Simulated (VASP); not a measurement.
Set up this calculation in VASP 6.6.1, as the native input.

```yaml
Task: single point
Functional: PBE
Potentials_or_basis: VASP PAW PBE potentials, release 64 (C)
Cutoff: 600 eV
k_mesh: 4 × 4 × 4
Occupations: gaussian, width 0.01 eV
Spin: no spin polarisation
Dipole_correction: no
Further_INCAR_settings: ALGO = Normal; EDIFF = 1e-06; NBANDS = 11
```

The structure of C lies in POSCAR:

```
C
1.0
    0.0000000000      1.7593956938      1.7593956938
    1.7593956938      0.0000000000      1.7593956938
    1.7593956938      1.7593956938      0.0000000000
C
2
Direct
    0.0000000000      0.0000000000      0.0000000000
    0.2500000000      0.2500000000      0.2500000000
```

The input as run:

INCAR

```
SYSTEM = C
PREC = Accurate
ENCUT = 600
EDIFF = 1E-6
ISMEAR = 0
SIGMA = 0.01
LREAL = .FALSE.
LASPH = .TRUE.
NELM = 120
ALGO = Normal
ISIF = 2
LWAVE = .FALSE.
LCHARG = .TRUE.
GGA = PE
LELF = .TRUE.
LVHAR = .TRUE.
NBANDS = 11
GGA_COMPAT = .FALSE.
```

KPOINTS

```
Automatic mesh
0
G
  4 4 4
  0 0 0
```

Potentials or basis: VASP PAW PBE potentials, release 64 (C).

Run with:

```bash
$ cat potpaw_PBE.64/C/POTCAR > POTCAR
$ mpirun -np 1 vasp_std > vasp.out
```

Results of the run:

- Pressure: 22.4 GPa
- Band gap on the k mesh: 4.53 eV, indirect (least direct gap 5.69 eV)

Caveat: the k points lie up to 0.77 Å⁻¹ apart.

Wall time 4.4 s on 1 thread of Intel Xeon 8259CL, on a shared host, peak memory 0.11 GiB.
